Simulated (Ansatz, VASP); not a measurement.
**KI: VASP beside Ansatz**

```
CELL_PARAMETERS angstrom
0.00000 3.72853 3.72853
3.72853 0.00000 3.72853
3.72853 3.72853 0.00000
ATOMIC_POSITIONS crystal
K 0.00000 0.00000 0.00000
I 0.50000 0.50000 0.50000
```

Change from the starting cell: hydrostatic strain +5.2%.

Alike in both runs: task single point; functional HSE06; k mesh 4 × 4 × 4; no spin polarisation.

|  | VASP | Ansatz |
| --- | --- | --- |
| version | VASP 6.6.1 | Ansatz 0.2.0 |
| potentials or method | VASP PAW PBE potentials, release 64 (K_sv, I) | plane waves, PAW |
| plane-wave cutoff (eV) | 520 | 420 |
| occupations | gaussian, width 0.01 eV | fixed |
| valence electrons in the cell | 16 | 26 |

|  | VASP | Ansatz | Ansatz less VASP |
| --- | --- | --- | --- |
| gap on the k mesh at the Fermi level (eV) | 4.59 | 4.59 | +0.006 |
| pressure (GPa) | -1.0 | -1.0 | 0.00 |

VASP's potentials hold 16 valence electrons a cell and Ansatz's 26, so a difference there can come from the potentials and not from the codes. Ansatz's warnings: stress exchange threshold loose, stress scf threshold loose.

Neither program's run includes spin-orbit coupling.
